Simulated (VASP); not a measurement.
Input of a VASP 6.6.1 run:

File INCAR:

```
SYSTEM = Sn
PREC     = Accurate       ! precision mode
ENCUT    = 520            ! plane-wave cutoff, eV
EDIFF    = 1E-7           ! SCF threshold, eV
ISMEAR   = -1             ! smearing method
SIGMA    = 0.1            ! smearing width, eV
LREAL    = .False.        ! projectors in reciprocal space
LASPH    = .True.         ! aspherical terms in the spheres
NELM     = 100            ! most SCF steps
ALGO     = Normal         ! electronic algorithm
ISIF     = 2              ! what is computed and relaxed
LWAVE    = .False.        ! write WAVECAR
LCHARG   = .True.         ! write CHGCAR
GGA      = PE             ! functional
LELF     = .True.         ! ELF
LVHAR    = .True.       
NBANDS   = 21             ! bands
```

Contents of KPOINTS:

```
regular mesh
0
Gamma
  9 9 6
  0 0 0
```

The input POSCAR:

```
Sn
1.0
   -2.9773321013      2.9790067394      1.6030901642
    2.9790067394     -2.9773321013      1.6030901642
    2.9770686044      2.9770686044     -1.6000204610
Sn
2
Direct
    0.0000231878      0.9999768122      0.0000000000
    0.7499768122      0.2500231878      0.5000000000
```

Potentials or basis: VASP PAW PBE potentials, release 64 (Sn_d).

Run with:

```bash
$ cat potpaw_PBE.64/Sn_d/POTCAR > POTCAR
$ mpirun -np 1 vasp_std > vasp.out
```

Task: Predict the largest force.

Result: 0.013 eV/Å.

Task: Estimate the pressure.

Result: 0.0 GPa.

Stress tensor (GPa, compression positive):
```
-0.27 -0.14  0.00
-0.14 -0.27  0.00
 0.00  0.00  0.49
```
